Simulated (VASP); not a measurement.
GaP: single point with LDA

GaP:

```
Ga P
1.0
     1.96964    1.13717    6.25816
    -1.96964    1.13717    6.25816
     0.00000   -2.27434    6.25816
Ga P
2 2
Direct
  0.43537 0.43537 0.43537
  0.56463 0.56463 0.56463
  0.05739 0.05739 0.05739
  0.94261 0.94261 0.94261
```

This cell differs from its parent crystal: ratio of the length along z to the lengths across it x 0.96, volume and fractional coordinates fixed.

```yaml
Program: VASP 6.6.1
Task: single point
Functional: LDA
Potentials_or_basis: VASP PAW LDA potentials, release 64 (Ga_d, P)
Cutoff: 520 eV
k_mesh: 12 × 12 × 12
Occupations: gaussian, width 0.05 eV
Spin: no spin polarisation
```

* Pressure: -4.2 GPa
* Largest force: 0.633 eV/Å
* Band gap on the k mesh: 0.62 eV (least direct gap 0.66 eV)

Forces on the atoms (eV/Å):
```
Ga   0.000  0.000 -0.167
Ga   0.000  0.000  0.167
P    0.000  0.000  0.633
P    0.000  0.000 -0.633
```

Stress tensor (GPa, compression positive):
```
-6.77  0.00  0.00
 0.00 -6.77  0.00
 0.00  0.00  1.06
```

Levels at points of the mesh, in eV from the valence-band top:
| k point | band 16 | band 17 | band 18 | band 19 | band 20 | band 21 |
| --- | --- | --- | --- | --- | --- | --- |
| (0.00, 0.00, 0.00) | -0.22 | 0.00 | 0.00 | 0.66 | 1.44 | 3.02 |
| (0.50, 0.00, 0.00) | -2.96 | -2.78 | -1.76 | 1.38 | 2.57 | 4.04 |
| (0.50, 0.50, 0.00) | -3.26 | -1.13 | -0.41 | 0.90 | 1.20 | 1.52 |
| (0.50, 0.50, 0.50) | -1.91 | -0.31 | -0.31 | 0.67 | 2.05 | 3.64 |

Wall time 11 min on 1 thread of Intel(R) Xeon(R) 6975P-C (Granite Rapids) (shared host), peak memory 0.51 GiB.

Caveat: the cell stands under tension. A k mesh can miss the band edges.
